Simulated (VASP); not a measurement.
# Si (P6_3/mmc) in VASP: notebook

Runs on Si. Level: PBE. Tasks: single point.

Everything below comes from runs of VASP 6.6.1. Logs are shortened: lines on timing, memory, paths and dates and some standing lists are left out, and cuts for length are marked.

## 1. The cell of the first run

The structure is hexagonal, space group P6_3/mmc (No. 194). Conventional cell: a = 3.773 Å, b = 3.773 Å, c = 6.235 Å, α = 90.00°, β = 90.00°, γ = 120.00°. Within 3.1 Å of Si (site symmetry 3m) lie 4 Si at 2.32 to 2.33 Å.

This isn't the form of Si at room conditions, which is diamond.

## 2. Single point, PBE (19.22 Å³/atom)

INCAR reads:

```
SYSTEM = Si
PREC = Accurate
ENCUT = 520
EDIFF = 1E-7
ISMEAR = 0
SIGMA = 0.01
LREAL = .FALSE.
LASPH = .TRUE.
NELM = 60
ALGO = Normal
ISIF = 2
LWAVE = .FALSE.
LCHARG = .FALSE.
GGA = PE
NBANDS = 16
```

KPOINTS reads:

```
Automatic mesh
0
G
  6 6 4
  0 0 0
```

POSCAR reads:

```
Si
1.0
    3.7729479446      0.0000000000      0.0000000000
   -1.8864739723      3.2674687672      0.0000000000
    0.0000000000      0.0000000000      6.2346522652
Si
4
Direct
    0.3333333333      0.6666666667      0.0004225454
    0.6666666667      0.3333333333      0.5004225454
    0.3333333333      0.6666666667      0.3745774546
    0.6666666667      0.3333333333      0.8745774546
```

Potentials or basis: VASP PAW PBE potentials, release 64 (Si).

Command:

```bash
$ cat potpaw_PBE.64/Si/POTCAR > POTCAR
$ mpirun -np 1 vasp_std > vasp.out
```

OUTCAR:

```text
SYSTEM = Si
   PREC = Accurate
   ENCUT = 520
   EDIFF = 1E-7
   ISMEAR = 0
   LREAL = .FALSE.
   LASPH = .TRUE.
   NELM = 60
   ISIF = 2
   GGA = PE

 ion  position               nearest neighbor table
   1  0.333  0.667  0.000-   4 2.32   4 2.32   4 2.32   3 2.33
   2  0.667  0.333  0.500-   3 2.32   3 2.32   3 2.32   4 2.33
   3  0.333  0.667  0.375-   2 2.32   2 2.32   2 2.32   1 2.33
   4  0.667  0.333  0.875-   1 2.32   1 2.32   1 2.32   2 2.33

  LATTYP: Found a hexagonal cell.
 ALAT       =     3.7729479446
 C/A-ratio  =     1.6524617770

  Lattice vectors:

 A1 = (   3.7729479446,   0.0000000000,   0.0000000000)
 A2 = (  -1.8864739723,   3.2674687672,   0.0000000000)
 A3 = (   0.0000000000,   0.0000000000,   6.2346522652)

Analysis of symmetry for initial positions (statically):
=====================================================================
 Subroutine PRICEL returns:
 Original cell was already a primitive cell.

 Routine SETGRP: Setting up the symmetry group for a
 hexagonal supercell.

 Subroutine GETGRP returns: Found 24 space group operations
 (whereof  6 operations were pure point group operations)
 out of a pool of 24 trial point group operations.

The static configuration has the point symmetry C_3v.
 The point group associated with its full space group is D_6h.

Analysis of symmetry for dynamics (positions and initial velocities):
=====================================================================
 Subroutine PRICEL returns:
 Original cell was already a primitive cell.

 Routine SETGRP: Setting up the symmetry group for a
 hexagonal supercell.

 Subroutine GETGRP returns: Found 24 space group operations
 (whereof  6 operations were pure point group operations)
 out of a pool of 24 trial point group operations.

The dynamic configuration has the point symmetry C_3v.
 The point group associated with its full space group is D_6h.

 Subroutine INISYM returns: Found 24 space group operations
 (whereof  6 operations are pure point group operations),
 and found     1 'primitive' translations

----------------------------------------------------------------------------------------

                                     Primitive cell

  volume of cell :      76.8607

  direct lattice vectors                    reciprocal lattice vectors
     3.772947945  0.000000000  0.000000000     0.265044738  0.153023651  0.000000000
    -1.886473972  3.267468767  0.000000000     0.000000000  0.306047302  0.000000000
     0.000000000  0.000000000  6.234652265     0.000000000  0.000000000  0.160393869

  length of vectors
     3.772947945  3.772947945  6.234652265     0.306047302  0.306047302  0.160393869

  position of ions in fractional coordinates (direct lattice)
     0.333333333  0.666666667  0.000422545
     0.666666667  0.333333333  0.500422545
     0.333333333  0.666666667  0.374577455
     0.666666667  0.333333333  0.874577455

  ion indices of the primitive-cell ions
   primitive index   ion index
                 1           1
                 2           2
                 3           3
                 4           4

----------------------------------------------------------------------------------------

 KPOINTS: Automatic mesh

Automatic generation of k-mesh.
 Grid dimensions read from file:
 generate k-points for:    6    6    4

 Generating k-lattice:

  Cartesian coordinates                     Fractional coordinates (reciprocal lattice)
     0.044174123  0.025503942  0.000000000     0.166666667 -0.000000000  0.000000000
     0.000000000  0.051007884  0.000000000     0.000000000  0.166666667  0.000000000
     0.000000000  0.000000000  0.040098467     0.000000000  0.000000000  0.250000000

  Length of vectors
     0.051007884  0.051007884  0.040098467

  Shift w.r.t. Gamma in fractional coordinates (k-lattice)
     0.000000000  0.000000000  0.000000000

 Subroutine IBZKPT returns following result:
 ===========================================

 Found     21 irreducible k-points:

 Following reciprocal coordinates:
            Coordinates               Weight
  0.000000  0.000000  0.000000      1.000000
  0.166667 -0.000000  0.000000      6.000000
  0.333333  0.000000  0.000000      6.000000
  0.500000  0.000000  0.000000      3.000000
  0.166667  0.166667  0.000000      6.000000
  0.333333  0.166667  0.000000     12.000000
[... 13 lines left out ...]
  0.333333  0.166667  0.500000     12.000000
  0.333333  0.333333  0.500000      2.000000
   k-points           NKPTS =     21   k-points in BZ     NKDIM =     21   number of bands    NBANDS=     16
   number of dos      NEDOS =    301   number of ions     NIONS =      4
   total plane-waves  NPLWV =  37632
   dimension x,y,z NGX =    28 NGY =   28 NGZ =   48
   dimension x,y,z NGXF=    56 NGYF=   56 NGZF=   96
   ions per type =               4
   NGX,Y,Z   is equivalent  to a cutoff of  12.34, 12.34, 12.80 a.u.
   NGXF,Y,Z  is equivalent  to a cutoff of  24.68, 24.68, 25.60 a.u.
 SYSTEM =  Si
   PREC   = accura    normal or accurate (medium, high low for compatibility)
   ISTART =      0    job   : 0-new  1-cont  2-samecut
   ICHARG =      2    charge: 1-file 2-atom 10-const
   ISPIN  =      1    spin polarized calculation?
   LNONCOLLINEAR =      F non collinear calculations
   LSORBIT =      F    spin-orbit coupling
   LASPH  =      T    aspherical Exc in radial PAW
   ENCUT  =  520.0 eV  38.22 Ry    6.18 a.u.   7.02  7.02 11.59*2*pi/ulx,y,z
   NELM   =     60;   NELMIN=  2; NELMDL= -5     # of ELM steps
   EDIFF  = 0.1E-06   stopping-criterion for ELM
   LREAL  =      F    real-space projection
   EDIFFG = 0.1E-05   stopping-criterion for IOM
   NSW    =      0    number of steps for IOM
   IBRION =     -1    ionic relax: 0-MD 1-quasi-New 2-CG
   NFREE  =      0    steps in history (QN), initial steepest desc. (CG)
   ISIF   =      2    stress and relaxation
   ISYM   =      2    0-nonsym 1-usesym 2-fastsym
   POTIM  = 0.5000    time-step for ionic-motion
   TEBEG  =    0.0;   TEEND  =   0.0 temperature during run
   PSTRESS=    0.0 pullay stress
   NELECT =      16.0000    total number of electrons
   NUPDOWN=      -1.0000    fix difference up-down
   EMIN   =  10.00;   EMAX   =-10.00  energy-range for DOS
   EFERMI =   0.00;   METHOD = LEGACY
   ISMEAR =     0;   SIGMA  =   0.01  broadening in eV -4-tet -1-fermi 0-gaus
   EFERMI_NEDOS =   21; number of points for ismear=-14 and -15
   IALGO  =     38    algorithm
   IMIX   =      4    mixing-type and parameters
     AMIX     =   0.40;   BMIX     =  1.00
     AMIX_MAG =   1.60;   BMIX_MAG =  1.00
  volume/ion in A,a.u.               =      19.22       129.67
  Fermi-wavevector in a.u.,A,eV,Ry     =   0.970242  1.833491 12.808106  0.941369
  Thomas-Fermi vector in A             =   2.100361
   LORBIT       =      0    0 simple, 1 ext, 2 COOP (PROOUT), +10 PAW based schemes
   GGA     = PE    functional components
   LHFCALC =     F    Hartree Fock is set to
   AEXX    =    0.0000 exact exchange contribution
   IVDW    =     0    specifies the selected vdW correction
   LEPSILON=     F    determine dielectric tensor
   LRPA    =     F    only Hartree local field effects (RPA)
 non-spin polarized calculation
 Gauss-broadening in eV      SIGMA  =   0.01
  energy-cutoff  :      520.00
  volume of cell :       76.86
 maximum number of plane-waves:      2082
 NGX is ok and might be reduce to    28
   NGX = 13   NGY = 13   NGZ = 23

 number of electron      15.9999998 magnetization

 Free energy of the ion-electron system (eV)
  ---------------------------------------------------
  ext. energy  EPLUGINS =         0.00000000
  ---------------------------------------------------
  free energy    TOTEN  =       -21.53924654 eV

  energy without entropy =      -21.53924654  energy(sigma->0) =      -21.53924654

 E-fermi :   6.6240     XC(G=0):  -9.5636

 val. band max:        6.5297749812   @ k =   0.0000   0.0000   0.0000
 cond. band min:       6.8407266173   @ k =   0.5000   0.0000   0.0000
 fundamental gap:      0.3109516361
 Fermi energy:         6.6240308223

 k-point     1 :       0.0000    0.0000    0.0000
  band No.  band energies     occupation
      1      -6.0078      2.00000
      2      -3.6060      2.00000
      3      -0.9285      2.00000
      4       4.9395      2.00000
      5       4.9395      2.00000
      6       6.1577      2.00000
[... 8 lines left out ...]
     15      10.7359      0.00000
     16      12.4055      0.00000

 k-point     2 :       0.1667   -0.0000    0.0000
  band No.  band energies     occupation
      1      -5.6733      2.00000
      2      -3.2652      2.00000
      3      -0.7556      2.00000
      4       3.0001      2.00000
      5       4.3638      2.00000
      6       4.6844      2.00000
[... 8 lines left out ...]
     15      11.9161      0.00000
     16      12.1216      0.00000

 k-point     3 :       0.3333    0.0000    0.0000
  band No.  band energies     occupation
      1      -4.7168      2.00000
      2      -2.2820      2.00000
      3      -0.9786      2.00000
      4       1.3749      2.00000
      5       2.0706      2.00000
      6       3.6159      2.00000
[... 8 lines left out ...]
     15      13.6432      0.00000
     16      13.6534      0.00000

 k-point     4 :       0.5000    0.0000    0.0000
  band No.  band energies     occupation
      1      -3.7190      2.00000
      2      -2.1234      2.00000
      3      -1.2222      2.00000
      4       0.4238      2.00000
      5       1.6495      2.00000
      6       3.3333      2.00000
[... 8 lines left out ...]
     15      13.0324      0.00000
     16      14.7291      0.00000
[... 267 lines left out ...]
 k-point    19 :       0.1667    0.1667    0.5000
  band No.  band energies     occupation
      1      -4.2134      2.00000
      2      -4.2134      2.00000
      3       1.2231      2.00000
      4       1.2231      2.00000
      5       3.5954      2.00000
      6       3.5954      2.00000
[... 8 lines left out ...]
     15      12.1822      0.00000
     16      12.1822      0.00000

 k-point    20 :       0.3333    0.1667    0.5000
  band No.  band energies     occupation
      1      -3.1056      2.00000
      2      -3.1056      2.00000
      3      -0.4846      2.00000
      4      -0.4846      2.00000
      5       2.7529      2.00000
      6       2.7529      2.00000
[... 8 lines left out ...]
     15      13.4209      0.00000
     16      13.4209      0.00000

 k-point    21 :       0.3333    0.3333    0.5000
  band No.  band energies     occupation
      1      -2.3973      2.00000
      2      -2.3973      2.00000
      3      -1.0671      2.00000
      4      -1.0671      2.00000
      5       1.8108      2.00000
      6       1.8108      2.00000
[... 8 lines left out ...]
     15      12.8185      0.00000
     16      12.8185      0.00000

------------------------ aborting loop because EDIFF is reached ----------------------------------------

  FORCE on cell =-STRESS in cart. coord.  units (eV):
  Direction    XX          YY          ZZ          XY          YZ          ZX
  --------------------------------------------------------------------------------------
  -------------------------------------------------------------------------------------
  Total        3.0349520      3.0349520      2.9416137      0.0000000      0.0000000      0.0000000
  in kB       63.2641846     63.2641846     61.3185300      0.0000000      0.0000000      0.0000000
  external PRESSURE =      62.6156331 kB  Pullay stress =       0.0000000 kB

 VOLUME and BASIS-vectors are now :
 -----------------------------------------------------------------------------
  energy-cutoff  :      520.00
  volume of cell :       76.86
      direct lattice vectors                 reciprocal lattice vectors
     3.772947945  0.000000000  0.000000000     0.265044738  0.153023651  0.000000000
    -1.886473972  3.267468767  0.000000000     0.000000000  0.306047302  0.000000000
     0.000000000  0.000000000  6.234652265     0.000000000  0.000000000  0.160393869

 POSITION                                       TOTAL-FORCE (eV/Angst)
 -----------------------------------------------------------------------------------
     -0.00000      2.17831      0.00263        -0.000000     -0.000000      0.015452
      1.88647      1.08916      3.11996         0.000000      0.000000      0.015452
     -0.00000      2.17831      2.33536        -0.000000     -0.000000     -0.015452
      1.88647      1.08916      5.45269         0.000000      0.000000     -0.015452
 -----------------------------------------------------------------------------------
    total drift:                               -0.000000      0.000000     -0.000000

  FREE ENERGIE OF THE ION-ELECTRON SYSTEM (eV)
  ---------------------------------------------------
  free  energy   TOTEN  =       -21.5392465432 eV

  energy  without entropy=      -21.5392465432  energy(sigma->0) =      -21.53924654
```

Wall time 20 s (1 thread of Intel Xeon 8259CL, shared host); peak memory 0.19 GiB.

What came out:

```yaml
Free_energy: -21.5392 eV
Pressure: 6.3 GPa
Largest_force: 0.015 eV/Å
Band_gap_on_the_k_mesh: 0.31 eV (least direct gap 1.15 eV)
```

Forces in eV/Å, atoms in the order of the input:
```
Si   0.000  0.000  0.015
Si   0.000  0.000  0.015
Si   0.000  0.000 -0.015
Si   0.000  0.000 -0.015
```

Stress tensor (GPa, compression positive):
```
6.33 0.00 0.00
0.00 6.33 0.00
0.00 0.00 6.13
```

Levels at points of the mesh, in eV from the valence-band top:
| k point | band 4 | band 5 | band 6 | band 7 | band 8 | band 9 | band 10 | band 11 | band 12 | band 13 |
| --- | --- | --- | --- | --- | --- | --- | --- | --- | --- | --- |
| (0.00, 0.00, 0.00) | -1.59 | -1.59 | -0.37 | 0.00 | 0.00 | 1.15 | 1.97 | 1.97 | 2.40 | 4.04 |
| (0.50, 0.00, 0.00) | -6.11 | -4.88 | -3.20 | -3.16 | -1.50 | 0.31 | 2.40 | 2.94 | 3.07 | 4.59 |
| (0.00, 0.00, 0.50) | -4.34 | -0.97 | -0.97 | -0.97 | -0.97 | 1.93 | 1.93 | 2.97 | 2.97 | 2.97 |
| (0.50, 0.00, 0.50) | -7.46 | -2.55 | -2.55 | -2.53 | -2.53 | 0.91 | 0.91 | 1.57 | 1.57 | 5.70 |

Caveat: the cell stands under pressure. A k mesh can miss the band edges.

## 3. Single point, PBE (19.83 Å³/atom)

This run uses another cell than the first one, of 19.83 Å³/atom.

INCAR reads:

```
PREC = Accurate
ENCUT = 520
EDIFF = 1E-6
ISMEAR = 0
SIGMA = 0.01
LREAL = F
LASPH = T
NELM = 60
ALGO = Normal
ISIF = 2
LWAVE = F
LCHARG = F
GGA = PE
NBANDS = 16
```

KPOINTS reads:

```
Automatic mesh
0
Gamma
  6 6 4
```

POSCAR reads:

```
Si
1.0
    3.8126661049      0.0000000000      0.0000000000
   -1.9063330525      3.3018657030      0.0000000000
    0.0000000000      0.0000000000      6.3002850069
Si
4
Direct
    0.3333333333      0.6666666667      0.0004225454
    0.6666666667      0.3333333333      0.5004225454
    0.3333333333      0.6666666667      0.3745774546
    0.6666666667      0.3333333333      0.8745774546
```

Potentials or basis: VASP PAW PBE potentials, release 64 (Si).

Command:

```bash
$ cat potpaw_PBE.64/Si/POTCAR > POTCAR
$ mpirun -np 1 vasp_std > vasp.out
```

Run time: 22 s. Hardware: 1 thread of Intel Xeon 8259CL, shared host; peak memory 0.18 GiB.

Results (log left out):

- Free energy: -21.6086 eV
- Pressure: 2.9 GPa
- Band gap on the k mesh: 0.38 eV (least direct gap 1.07 eV)

Forces in eV/Å, atoms in the order of the input:
```
Si   0.000  0.000  0.003
Si   0.000  0.000  0.003
Si   0.000  0.000 -0.003
Si   0.000  0.000 -0.003
```

Stress tensor (GPa, compression positive):
```
2.94 0.00 0.00
0.00 2.94 0.00
0.00 0.00 2.73
```

Levels at points of the mesh, in eV from the valence-band top:
```csv
k point,band 4,band 5,band 6,band 7,band 8,band 9,band 10,band 11,band 12,band 13
"(0.00, 0.00, 0.00)",-1.54,-1.54,-0.35,0.00,0.00,1.07,1.99,1.99,2.37,3.68
"(0.50, 0.00, 0.00)",-6.01,-4.73,-3.10,-3.04,-1.46,0.38,2.37,2.98,3.10,4.48
"(0.00, 0.00, 0.50)",-4.26,-0.94,-0.94,-0.94,-0.94,1.85,1.85,2.98,2.98,2.98
"(0.50, 0.00, 0.50)",-7.32,-2.48,-2.48,-2.45,-2.45,0.92,0.92,1.64,1.64,5.65
```

[end of part 1 of 2]
